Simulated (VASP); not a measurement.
Set up this calculation in VASP 6.6.1, as the native input.

```
Task                   : single point
Functional             : LDA
Potentials or basis    : VASP PAW LDA potentials, release 64 (B)
Cutoff                 : 520 eV
k mesh                 : 31 × 31 × 31
Occupations            : fermi-dirac, width 0.1 eV
Spin                   : no spin polarisation
Dipole correction      : no
Further INCAR settings : ALGO = Normal; EDIFF = 1e-06; NBANDS = 8
```

The structure of B lies in POSCAR:

```
B
1.0
   -1.1405651840      1.1405651840      1.1405651840
    1.1405651840     -1.1405651840      1.1405651840
    1.1405651840      1.1405651840     -1.1405651840
B
1
Direct
    0.0000000000      0.0000000000      0.0000000000
```

These files were run (other wordings do the same):

INCAR

```
SYSTEM = B
ALGO = Normal
EDIFF = 1E-6
ENCUT = 520
ISIF = 2
ISMEAR = -1
LASPH = .TRUE.
LCHARG = .TRUE.
LELF = .TRUE.
LREAL = .FALSE.
LVHAR = .TRUE.
LWAVE = .FALSE.
NBANDS = 8
NELM = 80
PREC = Accurate
SIGMA = 0.1
```

KPOINTS

```
k-points
0
G
  31 31 31
  0 0 0
```

Potentials or basis: VASP PAW LDA potentials, release 64 (B).

The run is started by

```sh
$ cat potpaw_LDA.64/B/POTCAR > POTCAR
$ mpirun -np 1 vasp_std > vasp.out
```

Results of the run:

| Property | Result |
| --- | --- |
| Pressure | 0.0 GPa |

Run time: 7.1 s on 1 thread of Intel(R) Xeon(R) 6975P-C (Granite Rapids), with other jobs on the host, peak memory 0.13 GiB.
